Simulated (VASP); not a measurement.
Wanted: the native input for a VASP 6.6.1 run.

```
Task                   : relaxation of cell and atoms
Functional             : PBEsol
Potentials or basis    : VASP PAW PBE potentials, release 64 (Ti_sv, C)
Cutoff                 : 600 eV
k mesh                 : 8 × 8 × 8
Occupations            : gaussian, width 0.1 eV
Spin                   : no spin polarisation
Target pressure        : 4 GPa
Dipole correction      : no
Further INCAR settings : ALGO = Normal; EDIFF = 1e-07; IBRION = 2; EDIFFG = -0.008; NSW = 70; ISIF = 3
```

The structure of Ti2C lies in POSCAR:

```
Ti2C
1.0
    0.0000000000      4.2383529786      4.2383529786
    4.2383529786      0.0000000000      4.2383529786
    4.2383529786      4.2383529786      0.0000000000
Ti C
8 4
Direct
    0.8578904465      0.3807031845      0.3807031845
    0.3807031845      0.3807031845      0.3807031845
    0.3807031845      0.3807031845      0.8578904465
    0.8692968155      0.3921095535      0.8692968155
    0.8692968155      0.8692968155      0.8692968155
    0.3921095535      0.8692968155      0.8692968155
    0.8692968155      0.8692968155      0.3921095535
    0.3807031845      0.8578904465      0.3807031845
    0.6250000000      0.6250000000      0.6250000000
    0.1250000000      0.6250000000      0.6250000000
    0.6250000000      0.6250000000      0.1250000000
    0.6250000000      0.1250000000      0.6250000000
```

The input as run:

INCAR

```
  PREC = Accurate
  ENCUT = 600
  EDIFF = 1E-7
  ISMEAR = 0
  SIGMA = 0.1
  LREAL = False
  LASPH = True
  NELM = 100
  ALGO = Normal
  ISIF = 3
  LWAVE = False
  LCHARG = False
  GGA = PS
  IBRION = 2
  NSW = 70
  EDIFFG = -0.008
  PSTRESS = 40.0
```

KPOINTS

```
regular mesh
0
Gamma
  8 8 8
```

Potentials or basis: VASP PAW PBE potentials, release 64 (Ti_sv, C).

Launch:

```console
$ cat potpaw_PBE.64/Ti_sv/POTCAR potpaw_PBE.64/C/POTCAR > POTCAR
$ mpirun -np 1 vasp_std > vasp.out
```

Results of the run:

```yaml
Relaxed_volume: 12.70 Å³/atom
Relaxed_cell: a = 5.995 Å, b = 5.995 Å, c = 5.995 Å, α = 60.00°, β = 60.00°, γ = 60.00°
Space_group_after_relaxing_to_0.1_Å: Fd-3m (No. 227)
Energy_change_on_relaxing_the_run_minimises_the_enthalpy: -0.9 meV/atom
Ionic_steps: 4
Pressure_after_relaxing: 3.9 GPa
Largest_force_after_relaxing: 0.006 eV/Å
Band_gap_on_the_k_mesh: zero (bands 56 and 57 overlap by 0.44 eV)
```

Caveat: the cell is relaxed towards a set pressure, so the run minimises the enthalpy, not the energy; the PAW data sets were made with another functional, which shifts forces and pressure a little.

Run time: 49 min on 1 thread of Intel Xeon 8259CL, with other jobs on the host, peak memory 0.5 GiB.
